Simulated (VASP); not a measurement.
# LiMgBN2 in VASP: further runs

The runs below take LiMgBN2 through single point, with PBE.

Everything below comes from runs of VASP 6.6.1. Logs are shortened: lines on timing, memory, paths and dates and some standing lists are left out, and cuts for length are marked.

## Step 1: The cell of the first run

It takes space group I-4m2 (No. 119, tetragonal). Conventional cell: a = 3.819 Å, b = 3.819 Å, c = 8.887 Å, α = 90.00°, β = 90.00°, γ = 90.00°. Mg (site symmetry -4m2) has 4 N at 2.10 Å and 4 Li at 2.70 Å within 2.8 Å. Within 1.8 Å of N (site symmetry 2mm) lie 1 B at 1.34 Å. Within 1.8 Å of B (site symmetry -4m2) lie 2 N at 1.34 Å. Within 2.8 Å of Li (site symmetry -4m2) lie 4 N at 2.10 Å and 4 Mg at 2.70 Å.

## Step 2: Single point, PBE

Input file INCAR:

```
ALGO = Normal
EDIFF = 1E-6
ENCUT = 520
GGA = PE
ISIF = 2
ISMEAR = -1
LASPH = T
LCHARG = T
LELF = T
LREAL = F
LVHAR = T
LWAVE = F
NBANDS = 17
NELM = 60
PREC = Accurate
SIGMA = 0.05
```

Input file KPOINTS:

```
k-points
0
Gamma
  10 10 10
```

Input file POSCAR:

```
LiMgBN2
1.0
   -1.9096560000      1.9096560000      4.4435220000
    1.9096560000     -1.9096560000      4.4435220000
    1.9096560000      1.9096560000     -4.4435220000
Mg N B Li
1 2 1 1
Direct
    0.7500000000      0.2500000000      0.5000000000
    0.3487365000      0.3487365000      0.0000000000
    0.6512635000      0.6512635000      0.0000000000
    0.5000000000      0.5000000000      0.0000000000
    0.2500000000      0.7500000000      0.5000000000
```

Potentials or basis: VASP PAW PBE potentials, release 64 (Mg, N, B, Li_sv).

The run is started by

```
$ cat potpaw_PBE.64/Mg/POTCAR potpaw_PBE.64/N/POTCAR potpaw_PBE.64/B/POTCAR potpaw_PBE.64/Li_sv/POTCAR > POTCAR
$ mpirun -np 1 vasp_std > vasp.out
```

OUTCAR:

```text
EDIFF = 1E-6
   ENCUT = 520
   GGA = PE
   ISIF = 2
   ISMEAR = -1
   LASPH = T
   LREAL = F
   NELM = 60
   PREC = Accurate

 ion  position               nearest neighbor table
   1  0.750  0.250  0.500-   2 2.10   3 2.10   2 2.10   3 2.10   5 2.70   5 2.70   5 2.70   5 2.70

   2  0.349  0.349  0.000-   4 1.34   1 2.10   5 2.10   5 2.10   1 2.10
   3  0.651  0.651  0.000-   4 1.34   1 2.10   5 2.10   1 2.10   5 2.10
   4  0.500  0.500  0.000-   2 1.34   3 1.34
   5  0.250  0.750  0.500-   2 2.10   3 2.10   2 2.10   3 2.10   1 2.70   1 2.70   1 2.70   1 2.70

  LATTYP: Found a body centered tetragonal cell.
 ALAT       =     3.8193120000
 C/A-ratio  =     2.3268703892

  Lattice vectors:

 A1 = (  -1.9096560000,   1.9096560000,   4.4435220000)
 A2 = (   1.9096560000,  -1.9096560000,   4.4435220000)
 A3 = (   1.9096560000,   1.9096560000,  -4.4435220000)

Analysis of symmetry for initial positions (statically):
=====================================================================
 Subroutine PRICEL returns:
 Original cell was already a primitive cell.

 Routine SETGRP: Setting up the symmetry group for a
 body centered tetragonal supercell.

 Subroutine GETGRP returns: Found  8 space group operations
 (whereof  8 operations were pure point group operations)
 out of a pool of 16 trial point group operations.

The static configuration has the point symmetry D_2d.

Analysis of symmetry for dynamics (positions and initial velocities):
=====================================================================
 Subroutine PRICEL returns:
 Original cell was already a primitive cell.

 Routine SETGRP: Setting up the symmetry group for a
 body centered tetragonal supercell.

 Subroutine GETGRP returns: Found  8 space group operations
 (whereof  8 operations were pure point group operations)
 out of a pool of 16 trial point group operations.

The dynamic configuration has the point symmetry D_2d.

 Subroutine INISYM returns: Found  8 space group operations
 (whereof  8 operations are pure point group operations),
 and found     1 'primitive' translations

----------------------------------------------------------------------------------------

                                     Primitive cell

  volume of cell :      64.8183

  direct lattice vectors                    reciprocal lattice vectors
    -1.909656000  1.909656000  4.443522000     0.000000000  0.261827261  0.112523354
     1.909656000 -1.909656000  4.443522000     0.261827261  0.000000000  0.112523354
     1.909656000  1.909656000 -4.443522000     0.261827261  0.261827261  0.000000000

  length of vectors
     5.199851906  5.199851906  5.199851906     0.284982490  0.284982490  0.370279664

  position of ions in fractional coordinates (direct lattice)
     0.750000000  0.250000000  0.500000000
     0.348736500  0.348736500  0.000000000
     0.651263500  0.651263500  0.000000000
     0.500000000  0.500000000  0.000000000
     0.250000000  0.750000000  0.500000000

  ion indices of the primitive-cell ions
   primitive index   ion index
                 1           1
                 2           2
                 3           3
                 4           4
                 5           5

----------------------------------------------------------------------------------------

 KPOINTS: k-points

Automatic generation of k-mesh.
 Grid dimensions read from file:
 generate k-points for:   10   10   10

 Generating k-lattice:

  Cartesian coordinates                     Fractional coordinates (reciprocal lattice)
     0.000000000  0.026182726  0.011252335     0.100000000 -0.000000000  0.000000000
     0.026182726  0.000000000  0.011252335    -0.000000000  0.100000000  0.000000000
     0.026182726  0.026182726  0.000000000     0.000000000  0.000000000  0.100000000

  Length of vectors
     0.028498249  0.028498249  0.037027966

  Shift w.r.t. Gamma in fractional coordinates (k-lattice)
     0.000000000  0.000000000  0.000000000

 Subroutine IBZKPT returns following result:
 ===========================================

 Found    102 irreducible k-points:

 Following reciprocal coordinates:
            Coordinates               Weight
  0.000000  0.000000  0.000000      1.000000
  0.100000 -0.000000  0.000000      8.000000
  0.200000 -0.000000  0.000000      8.000000
  0.300000  0.000000 -0.000000      8.000000
  0.400000 -0.000000  0.000000      8.000000
  0.500000  0.000000 -0.000000      4.000000
[... 16 lines left out ...]
  0.300000  0.300000 -0.000000      8.000000
  0.400000  0.300000  0.000000     16.000000
 [... further k-points ...]
   k-points           NKPTS =    102   k-points in BZ     NKDIM =    102   number of bands    NBANDS=     17
   number of dos      NEDOS =    301   number of ions     NIONS =      5
   total plane-waves  NPLWV =  64000
   dimension x,y,z NGX =    40 NGY =   40 NGZ =   40
   dimension x,y,z NGXF=    80 NGYF=   80 NGZF=   80
   ions per type =               1   2   1   1
   NGX,Y,Z   is equivalent  to a cutoff of  12.79, 12.79, 12.79 a.u.
   NGXF,Y,Z  is equivalent  to a cutoff of  25.58, 25.58, 25.58 a.u.
 SYSTEM =  unknown system
   PREC   = accura    normal or accurate (medium, high low for compatibility)
   ISTART =      0    job   : 0-new  1-cont  2-samecut
   ICHARG =      2    charge: 1-file 2-atom 10-const
   ISPIN  =      1    spin polarized calculation?
   LNONCOLLINEAR =      F non collinear calculations
   LSORBIT =      F    spin-orbit coupling
   LASPH  =      T    aspherical Exc in radial PAW
   ENCUT  =  520.0 eV  38.22 Ry    6.18 a.u.   9.67  9.67  9.67*2*pi/ulx,y,z
   NELM   =     60;   NELMIN=  2; NELMDL= -5     # of ELM steps
   EDIFF  = 0.1E-05   stopping-criterion for ELM
   LREAL  =      F    real-space projection
   EDIFFG = 0.1E-04   stopping-criterion for IOM
   NSW    =      0    number of steps for IOM
   IBRION =     -1    ionic relax: 0-MD 1-quasi-New 2-CG
   NFREE  =      0    steps in history (QN), initial steepest desc. (CG)
   ISIF   =      2    stress and relaxation
   ISYM   =      2    0-nonsym 1-usesym 2-fastsym
   POTIM  = 0.5000    time-step for ionic-motion
   TEBEG  =    0.0;   TEEND  =   0.0 temperature during run
   PSTRESS=    0.0 pullay stress
   NELECT =      18.0000    total number of electrons
   NUPDOWN=      -1.0000    fix difference up-down
   EMIN   =  10.00;   EMAX   =-10.00  energy-range for DOS
   EFERMI =   0.00;   METHOD = LEGACY
   ISMEAR =    -1;   SIGMA  =   0.05  broadening in eV -4-tet -1-fermi 0-gaus
   EFERMI_NEDOS =   21; number of points for ismear=-14 and -15
   IALGO  =     38    algorithm
   IMIX   =      4    mixing-type and parameters
     AMIX     =   0.40;   BMIX     =  1.00
     AMIX_MAG =   1.60;   BMIX_MAG =  1.00
  volume/ion in A,a.u.               =      12.96        87.48
  Fermi-wavevector in a.u.,A,eV,Ry     =   1.068070  2.018360 15.521172  1.140774
  Thomas-Fermi vector in A             =   2.203707
   LORBIT       =      0    0 simple, 1 ext, 2 COOP (PROOUT), +10 PAW based schemes
   GGA     = PE    functional components
   LHFCALC =     F    Hartree Fock is set to
   AEXX    =    0.0000 exact exchange contribution
   IVDW    =     0    specifies the selected vdW correction
   LEPSILON=     F    determine dielectric tensor
   LRPA    =     F    only Hartree local field effects (RPA)
 non-spin polarized calculation
  energy-cutoff  :      520.00
  volume of cell :       64.82
 maximum number of plane-waves:      1766
   NGX = 19   NGY = 19   NGZ = 19

 number of electron      18.0000000 magnetization

 Free energy of the ion-electron system (eV)
  ---------------------------------------------------
  ext. energy  EPLUGINS =         0.00000000
  ---------------------------------------------------
  free energy    TOTEN  =       -31.55031350 eV

  energy without entropy =      -31.55031350  energy(sigma->0) =      -31.55031350

 E-fermi :   1.9062     XC(G=0):  -8.5232

 val. band max:        0.9132179570   @ k =   0.5000   0.5000   0.5000
 cond. band min:       3.5122787389   @ k =   0.0000   0.0000   0.0000
 fundamental gap:      2.5990607819
 Fermi energy:         1.9061807174

 k-point     1 :       0.0000    0.0000    0.0000
  band No.  band energies     occupation
      1     -42.6591      2.00000
      2     -13.4381      2.00000
      3     -12.4137      2.00000
      4      -3.8441      2.00000
      5      -1.5832      2.00000
      6      -1.2037      2.00000
[... 9 lines left out ...]
     16      13.1133      0.00000
     17      13.1133      0.00000

 k-point     2 :       0.1000   -0.0000    0.0000
  band No.  band energies     occupation
      1     -42.6590      2.00000
      2     -13.4128      2.00000
      3     -12.4255      2.00000
      4      -3.8198      2.00000
      5      -1.7406      2.00000
      6      -1.3521      2.00000
[... 9 lines left out ...]
     16      12.9676      0.00000
     17      13.0331      0.00000

 k-point     3 :       0.2000   -0.0000    0.0000
  band No.  band energies     occupation
      1     -42.6588      2.00000
      2     -13.3429      2.00000
      3     -12.4591      2.00000
      4      -3.7597      2.00000
      5      -2.1937      2.00000
      6      -1.5227      2.00000
[... 9 lines left out ...]
     16      12.3357      0.00000
     17      12.6970      0.00000

 k-point     4 :       0.3000    0.0000   -0.0000
  band No.  band energies     occupation
      1     -42.6585      2.00000
      2     -13.2470      2.00000
      3     -12.5086      2.00000
      4      -3.6942      2.00000
      5      -2.6882      2.00000
      6      -1.6264      2.00000
[... 9 lines left out ...]
     16      11.6168      0.00000
     17      12.7564      0.00000
[... 343 lines left out ...]
      1     -42.6585      2.00000
      2     -13.2934      2.00000
      3     -12.4488      2.00000
      4      -3.7384      2.00000
      5      -2.0606      2.00000
      6      -1.8882      2.00000
[... 9 lines left out ...]
     16      11.6637      0.00000
     17      12.0844      0.00000

 k-point    23 :       0.3000    0.3000   -0.0000
  band No.  band energies     occupation
      1     -42.6580      2.00000
      2     -13.0722      2.00000
      3     -12.5807      2.00000
      4      -3.3491      2.00000
      5      -2.9893      2.00000
      6      -2.3605      2.00000
[... 9 lines left out ...]
     16      11.9816      0.00000
     17      13.0486      0.00000

 k-point    24 :       0.4000    0.3000    0.0000
  band No.  band energies     occupation
      1     -42.6578      2.00000
      2     -13.0342      2.00000
      3     -12.5737      2.00000
      4      -3.3483      2.00000
      5      -2.9876      2.00000
      6      -2.4139      2.00000
[... 9 lines left out ...]
     16      12.0867      0.00000
     17      13.1422      0.00000

 [... further k-points ...]

------------------------ aborting loop because EDIFF is reached ----------------------------------------

  FORCE on cell =-STRESS in cart. coord.  units (eV):
  Direction    XX          YY          ZZ          XY          YZ          ZX
  --------------------------------------------------------------------------------------
  -------------------------------------------------------------------------------------
  Total       -0.2776865     -0.2776865     -0.0405704      0.0000000      0.0000000      0.0000000
  in kB       -6.8638498     -6.8638498     -1.0028171      0.0000000      0.0000000      0.0000000
  external PRESSURE =      -4.9101722 kB  Pullay stress =       0.0000000 kB

 VOLUME and BASIS-vectors are now :
 -----------------------------------------------------------------------------
  energy-cutoff  :      520.00
  volume of cell :       64.82
      direct lattice vectors                 reciprocal lattice vectors
    -1.909656000  1.909656000  4.443522000     0.000000000  0.261827261  0.112523354
     1.909656000 -1.909656000  4.443522000     0.261827261  0.000000000  0.112523354
     1.909656000  1.909656000 -4.443522000     0.261827261  0.261827261  0.000000000

 POSITION                                       TOTAL-FORCE (eV/Angst)
 -----------------------------------------------------------------------------------
      0.00000      1.90966      2.22176        -0.000000     -0.000000      0.000000
      0.00000      0.00000      3.09924         0.000000      0.000000     -0.056372
      0.00000      0.00000      5.78781        -0.000000     -0.000000      0.056372
      0.00000      0.00000      4.44352        -0.000000     -0.000000      0.000000
      1.90966      0.00000      2.22176        -0.000000     -0.000000     -0.000000
 -----------------------------------------------------------------------------------
    total drift:                               -0.000000      0.000000     -0.000000

  FREE ENERGIE OF THE ION-ELECTRON SYSTEM (eV)
  ---------------------------------------------------
  free  energy   TOTEN  =       -31.5503135044 eV

  energy  without entropy=      -31.5503135044  energy(sigma->0) =      -31.55031350
```

It took 2.2 min on 1 thread of Intel Xeon Platinum 8488C (Sapphire Rapids), shared host; peak memory 0.32 GiB.

What came out:

| Item | Value |
| --- | --- |
| Free energy | -31.5503 eV |
| Largest force | 0.056 eV/Å |
| Band gap on the k mesh | 2.60 eV (least direct gap 3.54 eV) |

Forces in eV/Å, atoms in the order of the input:
```
Mg   0.000  0.000  0.000
N    0.000  0.000 -0.056
N    0.000  0.000  0.056
B    0.000  0.000  0.000
Li   0.000  0.000  0.000
```

Caveat: the cutoff is under 1.25 times the usual one of these potentials, so pressure, stress and relaxed cells hold a basis-set (Pulay) error. A k mesh can miss the band edges.

## Step 3: Single point, PBE (atoms moved at random)

Input file INCAR:

```
SYSTEM = LiMgBN2
ALGO = Normal ; EDIFF = 1E-6
ENCUT = 520 ; GGA = PE
ISIF = 2 ; ISMEAR = -1
LASPH = .TRUE. ; LCHARG = .FALSE.
LREAL = .FALSE. ; LWAVE = .FALSE.
NBANDS = 17 ; NELM = 60
PREC = Accurate ; SIGMA = 0.05
```

Input file KPOINTS:

```
k-points
0
G
  10 10 10
  0 0 0
```

Input file POSCAR:

```
LiMgBN2
1.0
   -1.9096560000      1.9096560000      4.4435220000
    1.9096560000     -1.9096560000      4.4435220000
    1.9096560000      1.9096560000     -4.4435220000
Mg N B Li
1 2 1 1
Direct
    0.7496000000      0.2349170000      0.4888820000
    0.3501520000      0.3379670000     -0.0149040000
    0.6525080000      0.6550000000     -0.0017340000
    0.4988180000      0.5112720000      0.0084880000
    0.2530850000      0.7650530000      0.5143940000
```

Potentials or basis: VASP PAW PBE potentials, release 64 (Mg, N, B, Li_sv).

The run is started by

```
$ cat potpaw_PBE.64/Mg/POTCAR potpaw_PBE.64/N/POTCAR potpaw_PBE.64/B/POTCAR potpaw_PBE.64/Li_sv/POTCAR > POTCAR
$ mpirun -np 1 vasp_std > vasp.out
```

Wall time 10 min (1 thread of Intel Xeon Platinum 8488C (Sapphire Rapids), shared host); peak memory 0.72 GiB.

It converged, with:

```yaml
Free_energy: -31.4800 eV
Largest_force: 1.417 eV/Å
Band_gap_on_the_k_mesh: 2.55 eV (least direct gap 3.47 eV)
```

Forces in eV/Å, atoms in the order of the input:
```
Mg   0.658 -0.090  0.269
N    0.438  0.062 -0.625
N   -0.076  0.036 -0.933
B   -0.589  0.016  1.289
Li  -0.431 -0.024  0.001
```

Levels at points of the mesh, in eV from the valence-band top:
```csv
k point,band 6,band 7,band 8,band 9,band 10,band 11,band 12,band 13
"(0.00, 0.00, 0.00)",-2.13,-2.12,-1.37,-1.36,2.55,6.05,7.64,7.78
"(0.50, 0.00, 0.00)",-2.61,-2.39,-1.12,-0.66,5.24,5.56,7.15,7.73
"(0.00, 0.50, 0.00)",-2.64,-2.41,-1.25,-0.57,5.12,5.82,6.92,7.92
"(0.00, 0.50, 0.50)",-2.62,-2.39,-1.12,-0.65,5.23,5.56,7.14,7.75
"(0.50, 0.00, 0.50)",-2.60,-2.34,-1.06,-0.70,5.32,5.61,7.17,7.59
"(0.50, 0.50, 0.00)",-3.29,-2.97,-1.93,-0.47,5.04,5.59,6.62,7.77
"(0.00, 0.00, 0.50)",-3.30,-2.97,-1.93,-0.47,5.04,5.60,6.62,7.77
"(0.50, 0.50, 0.50)",-2.92,-2.91,-0.05,0.00,3.47,6.18,6.51,6.65
```

Caveat: the cell differs from its parent crystal (atoms moved at random); the cutoff is under 1.25 times the usual one of these potentials, so pressure, stress and relaxed cells hold a basis-set (Pulay) error; forces of over 1 eV/Å act on the atoms, so gaps and moduli don't describe the material at rest.
